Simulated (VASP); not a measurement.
# AgI (F-43m) in VASP: further runs

The runs below take AgI through single point, with r2SCAN.

Program: VASP 6.6.1. These are calculated values, not measurements. Logs are shortened: lines on timing, memory, paths and dates and some standing lists are left out, and cuts for length are marked.

## Step 1: The cell of the first run

It takes space group F-43m (No. 216, cubic). The conventional cell has a = 6.034 Å, b = 6.034 Å, c = 6.034 Å, α = 90.00°, β = 90.00°, γ = 90.00°. Within 3.4 Å of Ag (site symmetry -43m) lie 4 I at 2.61 Å. I (site symmetry -43m) has 4 Ag at 2.61 Å within 3.4 Å.

## Step 2: Single point, r2SCAN

Input file POSCAR:

```
AgI
1.0
    3.0168115709      3.0168115709      0.0000000000
   -3.0168115709      3.0168115709      0.0000000000
    0.0000000000      3.0168115709      3.0168115709
Ag I
1 1
Direct
    0.0000000000      0.0000000000      0.0000000000
    0.7500000000      0.2500000000      0.5000000000
```

Input file INCAR.step1:

```
PREC = Accurate
ENCUT = 550
ISMEAR = 0
SIGMA = 0.01
LREAL = F
LASPH = T
NELM = 120
NBANDS = 16
GGA = PE
ALGO = Normal
EDIFF = 1E-5
LWAVE = T
LCHARG = F
GGA_COMPAT = F
```

Input file INCAR.step2:

```
PREC = Accurate
ENCUT = 550
EDIFF = 1E-6
ISMEAR = 0
SIGMA = 0.01
LREAL = F
LASPH = T
NELM = 120
ALGO = Normal
ISIF = 2
LWAVE = F
LCHARG = F
METAGGA = R2SCAN
LMIXTAU = T
NBANDS = 16
ISTART = 1
GGA_COMPAT = F
```

Input file KPOINTS:

```
regular mesh
0
Gamma
  6 6 6
```

Potentials or basis: VASP PAW PBE potentials, release 64 (Ag, I).

On the command line:

```console
$ cat potpaw_PBE.64/Ag/POTCAR potpaw_PBE.64/I/POTCAR > POTCAR
$ cp INCAR.step1 INCAR
$ mpirun -np 1 vasp_std > vasp.out
$ cp INCAR.step2 INCAR
$ mpirun -np 1 vasp_std > vasp.out
```

OUTCAR:

```text
PREC = Accurate
   ENCUT = 550
   EDIFF = 1E-6
   ISMEAR = 0
   LREAL = F
   LASPH = T
   NELM = 120
   ISIF = 2
   METAGGA = R2SCAN
   ISTART = 1

 ion  position               nearest neighbor table
   1  0.000  0.000  0.000-   2 2.61   2 2.61   2 2.61   2 2.61
   2  0.750  0.250  0.500-   1 2.61   1 2.61   1 2.61   1 2.61

  LATTYP: Found a face centered cubic cell.
 ALAT       =     6.0336231418

  Lattice vectors:

 A1 = (   0.0000000000,   3.0168115709,   3.0168115709)
 A2 = (   3.0168115709,   0.0000000000,   3.0168115709)
 A3 = (   3.0168115709,   3.0168115709,   0.0000000000)

Analysis of symmetry for initial positions (statically):
=====================================================================
 Subroutine PRICEL returns:
 Original cell was already a primitive cell.

 Routine SETGRP: Setting up the symmetry group for a
 face centered cubic supercell.

 Subroutine GETGRP returns: Found 24 space group operations
 (whereof 24 operations were pure point group operations)
 out of a pool of 48 trial point group operations.

The static configuration has the point symmetry T_d .

Analysis of symmetry for dynamics (positions and initial velocities):
=====================================================================
 Subroutine PRICEL returns:
 Original cell was already a primitive cell.

 Routine SETGRP: Setting up the symmetry group for a
 face centered cubic supercell.

 Subroutine GETGRP returns: Found 24 space group operations
 (whereof 24 operations were pure point group operations)
 out of a pool of 48 trial point group operations.

The dynamic configuration has the point symmetry T_d .

 Subroutine INISYM returns: Found 24 space group operations
 (whereof 24 operations are pure point group operations),
 and found     1 'primitive' translations

----------------------------------------------------------------------------------------

                                     Primitive cell

  volume of cell :      54.9129

  direct lattice vectors                    reciprocal lattice vectors
     3.016811571  3.016811571  0.000000000     0.165737895  0.165737895 -0.165737895
    -3.016811571  3.016811571  0.000000000    -0.165737895  0.165737895 -0.165737895
     0.000000000  3.016811571  3.016811571     0.000000000  0.000000000  0.331475790

  length of vectors
     4.266415839  4.266415839  4.266415839     0.287066455  0.287066455  0.331475790

  position of ions in fractional coordinates (direct lattice)
     0.000000000  0.000000000  0.000000000
     0.750000000  0.250000000  0.500000000

  ion indices of the primitive-cell ions
   primitive index   ion index
                 1           1
                 2           2

----------------------------------------------------------------------------------------

 KPOINTS: regular mesh

Automatic generation of k-mesh.
 Grid dimensions read from file:
 generate k-points for:    6    6    6

 Generating k-lattice:

  Cartesian coordinates                     Fractional coordinates (reciprocal lattice)
     0.027622983  0.027622983 -0.027622983     0.166666667  0.000000000  0.000000000
    -0.027622983  0.027622983 -0.027622983     0.000000000  0.166666667  0.000000000
     0.000000000  0.000000000  0.055245965     0.000000000  0.000000000  0.166666667

  Length of vectors
     0.047844409  0.047844409  0.055245965

  Shift w.r.t. Gamma in fractional coordinates (k-lattice)
     0.000000000  0.000000000  0.000000000

 Subroutine IBZKPT returns following result:
 ===========================================

 Found     16 irreducible k-points:

 Following reciprocal coordinates:
            Coordinates               Weight
  0.000000  0.000000  0.000000      1.000000
  0.166667  0.000000  0.000000      8.000000
  0.333333  0.000000  0.000000      8.000000
  0.500000  0.000000  0.000000      4.000000
  0.166667  0.166667  0.000000     12.000000
  0.333333  0.166667  0.000000     24.000000
[... 8 lines left out ...]
  0.500000  0.333333  0.166667     24.000000
  0.500000  0.500000  0.166667     12.000000
   k-points           NKPTS =     16   k-points in BZ     NKDIM =     16   number of bands    NBANDS=     16
   number of dos      NEDOS =    301   number of ions     NIONS =      2
   total plane-waves  NPLWV =  46656
   dimension x,y,z NGX =    36 NGY =   36 NGZ =   36
   dimension x,y,z NGXF=    72 NGYF=   72 NGZF=   72
   ions per type =               1   1
   NGX,Y,Z   is equivalent  to a cutoff of  14.03, 14.03, 14.03 a.u.
   NGXF,Y,Z  is equivalent  to a cutoff of  28.06, 28.06, 28.06 a.u.
 SYSTEM =  unknown system
   PREC   = accura    normal or accurate (medium, high low for compatibility)
   ISTART =      1    job   : 0-new  1-cont  2-samecut
   ICHARG =      0    charge: 1-file 2-atom 10-const
   ISPIN  =      1    spin polarized calculation?
   LNONCOLLINEAR =      F non collinear calculations
   LSORBIT =      F    spin-orbit coupling
   LASPH  =      T    aspherical Exc in radial PAW
   ENCUT  =  550.0 eV  40.42 Ry    6.36 a.u.   8.16  8.16  8.16*2*pi/ulx,y,z
   NELM   =    120;   NELMIN=  2; NELMDL=  0     # of ELM steps
   EDIFF  = 0.1E-05   stopping-criterion for ELM
   LREAL  =      F    real-space projection
   EDIFFG = 0.1E-04   stopping-criterion for IOM
   NSW    =      0    number of steps for IOM
   IBRION =     -1    ionic relax: 0-MD 1-quasi-New 2-CG
   NFREE  =      0    steps in history (QN), initial steepest desc. (CG)
   ISIF   =      2    stress and relaxation
   ISYM   =      2    0-nonsym 1-usesym 2-fastsym
   POTIM  = 0.5000    time-step for ionic-motion
   TEBEG  =    0.0;   TEEND  =   0.0 temperature during run
   PSTRESS=    0.0 pullay stress
   NELECT =      18.0000    total number of electrons
   NUPDOWN=      -1.0000    fix difference up-down
   EMIN   =  10.00;   EMAX   =-10.00  energy-range for DOS
   EFERMI =   0.00;   METHOD = LEGACY
   ISMEAR =     0;   SIGMA  =   0.01  broadening in eV -4-tet -1-fermi 0-gaus
   EFERMI_NEDOS =   21; number of points for ismear=-14 and -15
   IALGO  =     38    algorithm
   IMIX   =      4    mixing-type and parameters
     AMIX     =   0.40;   BMIX     =  1.00
     AMIX_MAG =   1.60;   BMIX_MAG =  1.00
  volume/ion in A,a.u.               =      27.46       185.29
  Fermi-wavevector in a.u.,A,eV,Ry     =   1.128775  2.133076 17.335640  1.274134
  Thomas-Fermi vector in A             =   2.265466
   LORBIT       =      0    0 simple, 1 ext, 2 COOP (PROOUT), +10 PAW based schemes
   METAGGA = R2SCAN    functional components
   LHFCALC =     F    Hartree Fock is set to
   AEXX    =    0.0000 exact exchange contribution
   IVDW    =     0    specifies the selected vdW correction
   LEPSILON=     F    determine dielectric tensor
   LRPA    =     F    only Hartree local field effects (RPA)
 non-spin polarized calculation
 Gauss-broadening in eV      SIGMA  =   0.01
  energy-cutoff  :      550.00
  volume of cell :       54.91
 maximum number of plane-waves:      1639
 NGX is ok and might be reduce to    36
   NGX = 17   NGY = 17   NGZ = 17

 number of electron      18.0000002 magnetization

 Free energy of the ion-electron system (eV)
  ---------------------------------------------------
  ext. energy  EPLUGINS =         0.00000000
  ---------------------------------------------------
  free energy    TOTEN  =       -45.95928017 eV

  energy without entropy =      -45.95928017  energy(sigma->0) =      -45.95928017

 E-fermi :   5.7966     XC(G=0): -10.0766

 val. band max:        5.7344926931   @ k =   0.0000   0.0000   0.0000
 cond. band min:       7.5647518075   @ k =   0.0000   0.0000   0.0000
 fundamental gap:      1.8302591144
 Fermi energy:         5.7966346615

 k-point     1 :       0.0000    0.0000    0.0000
  band No.  band energies     occupation
      1      -9.0041      2.00000
      2      -0.2526      2.00000
      3      -0.2526      2.00000
      4      -0.2526      2.00000
      5       1.3781      2.00000
      6       1.3781      2.00000
[... 8 lines left out ...]
     15      16.4713      0.00000
     16      16.4713      0.00000

 k-point     2 :       0.1667    0.0000    0.0000
  band No.  band energies     occupation
      1      -8.8776      2.00000
      2      -0.3104      2.00000
      3      -0.1855      2.00000
      4      -0.1855      2.00000
      5       1.3675      2.00000
      6       1.3675      2.00000
[... 8 lines left out ...]
     15      15.4032      0.00000
     16      15.7843      0.00000

 k-point     3 :       0.3333    0.0000    0.0000
  band No.  band energies     occupation
      1      -8.6072      2.00000
      2      -0.3166      2.00000
      3      -0.0609      2.00000
      4      -0.0609      2.00000
      5       1.3872      2.00000
      6       1.3872      2.00000
[... 8 lines left out ...]
     15      15.9008      0.00000
     16      15.9008      0.00000

 k-point     4 :       0.5000    0.0000    0.0000
  band No.  band energies     occupation
      1      -8.4618      2.00000
      2      -0.2000      2.00000
      3      -0.0067      2.00000
      4      -0.0067      2.00000
      5       1.4261      2.00000
      6       1.4261      2.00000
[... 8 lines left out ...]
     15      17.4050      0.00000
     16      17.4050      0.00000
[... 172 lines left out ...]
 k-point    14 :       0.3333    0.3333    0.1667
  band No.  band energies     occupation
      1      -8.4239      2.00000
      2      -0.3628      2.00000
      3       0.0712      2.00000
      4       0.2367      2.00000
      5       1.3499      2.00000
      6       1.4372      2.00000
[... 8 lines left out ...]
     15      17.8830      0.00000
     16      18.5829      0.00000

 k-point    15 :       0.5000    0.3333    0.1667
  band No.  band energies     occupation
      1      -8.3265      2.00000
      2      -0.1793      2.00000
      3       0.0627      2.00000
      4       0.4066      2.00000
      5       1.2587      2.00000
      6       1.4870      2.00000
[... 8 lines left out ...]
     15      17.6143      0.00000
     16      18.5357      0.00000

 k-point    16 :       0.5000    0.5000    0.1667
  band No.  band energies     occupation
      1      -8.2796      2.00000
      2      -0.3977      2.00000
      3       0.3120      2.00000
      4       0.4835      2.00000
      5       1.3545      2.00000
      6       1.7636      2.00000
[... 8 lines left out ...]
     15      18.3792      0.00000
     16      18.6833      0.00000

------------------------ aborting loop because EDIFF is reached ----------------------------------------

  FORCE on cell =-STRESS in cart. coord.  units (eV):
  Direction    XX          YY          ZZ          XY          YZ          ZX
  --------------------------------------------------------------------------------------
  -------------------------------------------------------------------------------------
  Total        5.0431771      5.0431771      5.0431771      0.0000000     -0.0000000      0.0000000
  in kB      147.1432190    147.1432190    147.1432190      0.0000000     -0.0000000      0.0000000
  external PRESSURE =     147.1432190 kB  Pullay stress =       0.0000000 kB

 VOLUME and BASIS-vectors are now :
 -----------------------------------------------------------------------------
  energy-cutoff  :      550.00
  volume of cell :       54.91
      direct lattice vectors                 reciprocal lattice vectors
     3.016811571  3.016811571  0.000000000     0.165737895  0.165737895 -0.165737895
    -3.016811571  3.016811571  0.000000000    -0.165737895  0.165737895 -0.165737895
     0.000000000  3.016811571  3.016811571     0.000000000  0.000000000  0.331475790

 POSITION                                       TOTAL-FORCE (eV/Angst)
 -----------------------------------------------------------------------------------
      0.00000      0.00000      0.00000        -0.000000     -0.000000      0.000000
      1.50841      4.52522      1.50841         0.000000      0.000000      0.000000
 -----------------------------------------------------------------------------------
    total drift:                               -0.000000     -0.000000      0.000000

  FREE ENERGIE OF THE ION-ELECTRON SYSTEM (eV)
  ---------------------------------------------------
  free  energy   TOTEN  =       -45.9592801672 eV

  energy  without entropy=      -45.9592801672  energy(sigma->0) =      -45.95928017
```

Wall time 33 s (1 thread of Intel Xeon 6975P-C (Granite Rapids), shared host); peak memory 0.21 GiB.

Results:

```yaml
Free_energy: -45.9593 eV
Pressure: 14.7 GPa
Band_gap_on_the_k_mesh: 1.83 eV, direct
```

Levels at points of the mesh, in eV from the valence-band top:
```
           k point  band 6  band 7  band 8  band 9  band 10  band 11  band 12  band 13
(0.00, 0.00, 0.00)   -4.36    0.00    0.00    0.00     1.83     5.72     5.72     5.72
(0.50, 0.00, 0.00)   -4.31   -4.10   -1.13   -1.13     3.01     6.27     6.27     7.75
(0.50, 0.50, 0.00)   -4.17   -3.65   -2.74   -2.74     3.23     3.89    10.05    11.12
```

Caveat: the PAW data sets were made with another functional, which shifts forces and pressure a little; spin-orbit coupling is left out, which moves the levels of the heavy elements. r2SCAN opens gaps a little over a GGA but as a rule still falls short of measured ones.

## Step 3: Single point, r2SCAN

This run uses another cell than the first one, of 29.09 Å³/atom, 1.059 times its volume.

Input file POSCAR:

```
AgI
1.0
    3.0754259717      3.0754259717      0.0000000000
   -3.0754259717      3.0754259717      0.0000000000
    0.0000000000      3.0754259717      3.0754259717
Ag I
1 1
Direct
    0.0000000000      0.0000000000      0.0000000000
    0.7500000000      0.2500000000      0.5000000000
```

Input file INCAR.step1:

```
PREC     = Accurate       # precision mode
ENCUT    = 550            # plane-wave cutoff, eV
ISMEAR   = 0              # smearing method
SIGMA    = 0.01           # smearing width, eV
LREAL    = F              # projectors in reciprocal space
LASPH    = T              # aspherical terms in the spheres
NELM     = 120            # most SCF steps
NBANDS   = 16             # bands
GGA      = PE             # functional
ALGO     = Normal         # electronic algorithm
EDIFF    = 1E-5           # SCF threshold, eV
LWAVE    = T              # write WAVECAR
LCHARG   = F              # write CHGCAR
GGA_COMPAT= F
```

Input file INCAR.step2:

```
PREC     = Accurate       # precision mode
ENCUT    = 550            # plane-wave cutoff, eV
EDIFF    = 1E-6           # SCF threshold, eV
ISMEAR   = 0              # smearing method
SIGMA    = 0.01           # smearing width, eV
LREAL    = F              # projectors in reciprocal space
LASPH    = T              # aspherical terms in the spheres
NELM     = 120            # most SCF steps
ALGO     = Normal         # electronic algorithm
ISIF     = 2              # what is computed and relaxed
LWAVE    = F              # write WAVECAR
LCHARG   = F              # write CHGCAR
METAGGA  = R2SCAN         # meta-GGA
LMIXTAU  = T            
NBANDS   = 16             # bands
ISTART   = 1            
GGA_COMPAT= F
```

KPOINTS is that of step 2.

Potentials or basis: VASP PAW PBE potentials, release 64 (Ag, I).

On the command line:

```console
$ cat potpaw_PBE.64/Ag/POTCAR potpaw_PBE.64/I/POTCAR > POTCAR
$ cp INCAR.step1 INCAR
$ mpirun -np 1 vasp_std > vasp.out
$ cp INCAR.step2 INCAR
$ mpirun -np 1 vasp_std > vasp.out
```

OUTCAR:

```text
PREC = Accurate
   ENCUT = 550
   EDIFF = 1E-6
   ISMEAR = 0
   LREAL = F
   LASPH = T
   NELM = 120
   ISIF = 2
   METAGGA = R2SCAN
   ISTART = 1

 ion  position               nearest neighbor table
   1  0.000  0.000  0.000-   2 2.66   2 2.66   2 2.66   2 2.66
   2  0.750  0.250  0.500-   1 2.66   1 2.66   1 2.66   1 2.66

  LATTYP: Found a face centered cubic cell.
 ALAT       =     6.1508519434

  Lattice vectors:

 A1 = (   0.0000000000,   3.0754259717,   3.0754259717)
 A2 = (   3.0754259717,   0.0000000000,   3.0754259717)
 A3 = (   3.0754259717,   3.0754259717,   0.0000000000)

Analysis of symmetry for initial positions (statically):
=====================================================================
 Subroutine PRICEL returns:
 Original cell was already a primitive cell.

 Routine SETGRP: Setting up the symmetry group for a
 face centered cubic supercell.

 Subroutine GETGRP returns: Found 24 space group operations
 (whereof 24 operations were pure point group operations)
 out of a pool of 48 trial point group operations.
[... 151 lines left out ...]
  free energy    TOTEN  =       -46.20706575 eV

  energy without entropy =      -46.20706575  energy(sigma->0) =      -46.20706575

 E-fermi :   5.0165     XC(G=0):  -9.7714

 val. band max:        4.9179308116   @ k =   0.0000   0.0000   0.0000
 cond. band min:       6.7313243900   @ k =   0.0000   0.0000   0.0000
 fundamental gap:      1.8133935784
 Fermi energy:         5.0164738612

 k-point     1 :       0.0000    0.0000    0.0000
  band No.  band energies     occupation
      1      -9.3741      2.00000
      2      -0.5881      2.00000
      3      -0.5881      2.00000
      4      -0.5881      2.00000
      5       0.9410      2.00000
      6       0.9410      2.00000
[... 281 lines left out ...]
      3      -0.0711      2.00000
      4       0.0872      2.00000
      5       0.9210      2.00000
      6       1.2891      2.00000
[... 8 lines left out ...]
     15      17.4178      0.00000
     16      17.6900      0.00000

------------------------ aborting loop because EDIFF is reached ----------------------------------------

  FORCE on cell =-STRESS in cart. coord.  units (eV):
  Direction    XX          YY          ZZ          XY          YZ          ZX
  --------------------------------------------------------------------------------------
  -------------------------------------------------------------------------------------
  Total        3.5466417      3.5466417      3.5466417      0.0000000      0.0000000      0.0000000
  in kB       97.6746958     97.6746958     97.6746958      0.0000000      0.0000000      0.0000000
  external PRESSURE =      97.6746958 kB  Pullay stress =       0.0000000 kB

 VOLUME and BASIS-vectors are now :
 -----------------------------------------------------------------------------
  energy-cutoff  :      550.00
  volume of cell :       58.18
      direct lattice vectors                 reciprocal lattice vectors
     3.075425972  3.075425972  0.000000000     0.162579104  0.162579104 -0.162579104
    -3.075425972  3.075425972  0.000000000    -0.162579104  0.162579104 -0.162579104
     0.000000000  3.075425972  3.075425972     0.000000000  0.000000000  0.325158209

 POSITION                                       TOTAL-FORCE (eV/Angst)
 -----------------------------------------------------------------------------------
      0.00000      0.00000      0.00000         0.000000     -0.000000      0.000000
      1.53771      4.61314      1.53771        -0.000000      0.000000     -0.000000
 -----------------------------------------------------------------------------------
    total drift:                               -0.000000     -0.000000      0.000000

  FREE ENERGIE OF THE ION-ELECTRON SYSTEM (eV)
  ---------------------------------------------------
  free  energy   TOTEN  =       -46.2070657538 eV

  energy  without entropy=      -46.2070657538  energy(sigma->0) =      -46.20706575
```

It took 41 s on 1 thread of Intel Xeon 6975P-C (Granite Rapids), shared host; peak memory 0.21 GiB.

Results:

```
Free energy            : -46.2071 eV
Pressure               : 9.8 GPa
Band gap on the k mesh : 1.81 eV, direct
```

Levels at points of the mesh, in eV from the valence-band top:
```csv
k point,band 5,band 6,band 7,band 8,band 9,band 10,band 11,band 12,band 13,band 14
"(0.00, 0.00, 0.00)",-3.98,-3.98,0.00,0.00,0.00,1.81,5.87,5.87,5.87,9.52
"(0.50, 0.00, 0.00)",-3.93,-3.93,-3.75,-1.01,-1.01,3.07,6.38,6.38,7.73,9.94
"(0.50, 0.50, 0.00)",-3.85,-3.81,-3.34,-2.47,-2.47,3.41,4.00,9.74,10.91,10.91
```

Caveat: the PAW data sets were made with another functional, which shifts forces and pressure a little; spin-orbit coupling is left out, which moves the levels of the heavy elements. r2SCAN opens gaps a little over a GGA but as a rule still falls short of measured ones.

(Continued in part 2 of 2.)
